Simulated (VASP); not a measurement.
The system is Ru.

```
CELL_PARAMETERS angstrom
2.70580 0.00000 0.00000
-1.35290 2.34329 0.00000
0.00000 0.00000 4.28190
ATOMIC_POSITIONS crystal
Ru 0.66667 0.33333 0.75000
Ru 0.33333 0.66667 0.25000
```

```yaml
Program: VASP 6.6.1
Task: relaxation of cell and atoms
Functional: PBEsol
Potentials_or_basis: VASP PAW PBE potentials, release 64 (Ru_pv)
Cutoff: 600 eV
k_mesh: 11 × 11 × 6
Occupations: fermi-dirac, width 0.05 eV
Spin: no spin polarisation
```

At the start: pressure -6.3 GPa; volume 13.57 Å³/atom.

Problem. How do energy, volume and symmetry change on relaxing?

Solution. Over 5 steps the energy falls by 5.1 meV/atom and the volume is 13.32 Å³/atom (-1.9 %); space group P6_3/mmc (No. 194, to 0.1 Å) before and after.

The path:
```tsv
step	energy change (eV)	largest force (eV/Å)	pressure (GPa)	volume (Å³)
1	0.0000	0.0000	-6.28	27.15
2	0.0976	0.0000	23.90	25.11
3	-0.0102	0.0000	-0.21	26.65
4	-0.0102	0.0000	0.03	26.64
5	-0.0102	0.0000	0.02	26.64
```

Final structure:
```
Ru
1.0
     2.68873    0.00000    0.00000
    -1.34437    2.32851    0.00000
     0.00000    0.00000    4.25474
Ru
2
Cartesian
  1.3444 0.7762 3.1911
  0.0000 1.5523 1.0637
```

Caveat: the PAW data sets were made with another functional, which shifts forces and pressure a little.
